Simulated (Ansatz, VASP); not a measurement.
Two plane-wave programs on CdS

```
CELL_PARAMETERS angstrom
-4.02779 3.99832 4.05545
3.98839 -3.97396 3.99169
4.03577 3.98194 -4.03109
ATOMIC_POSITIONS crystal
Cd 0.35330 0.32758 0.33469
Cd 0.00023 0.00516 0.67518
Cd 0.00702 0.65863 0.99169
Cd 0.66291 0.02606 0.99238
S 0.67609 0.66509 0.66927
S 0.99759 0.99187 0.33173
S 0.98066 0.31812 0.00385
S 0.32220 0.00747 0.00121
```

Change from the starting cell: cell x1, atoms moved at random (sigma 0.1 Å) and cell strained at random (1.5 %), then relaxed without symmetry.

Alike in both runs: task relaxation of cell and atoms; functional PBE; k mesh 2 × 2 × 2; occupations gaussian, width 0.1 eV; no spin polarisation.

|  | VASP | Ansatz |
| --- | --- | --- |
| version | VASP 6.6.1 | Ansatz 0.2.0 |
| potentials or method | VASP PAW PBE potentials, release 64 (Cd, S), cutoff 600 eV | scalar-relativistic, plane waves, PAW |
| valence electrons in the cell | 72 | 104 |

```csv
,VASP,Ansatz,Ansatz less VASP
"gap on the k mesh at the Fermi level, each at its own relaxed structure (eV)",1.48,1.49,+0.016
relaxed volume (Å³/atom),33.16,33.01,-0.150
relaxed cell length with the largest relative difference (Å),7.007,6.995,-0.0121
```

VASP's potentials hold 72 valence electrons a cell and Ansatz's 104, so a difference there can come from the potentials and not from the codes.

The k mesh is coarse, so the values compare programs but aren't converged.
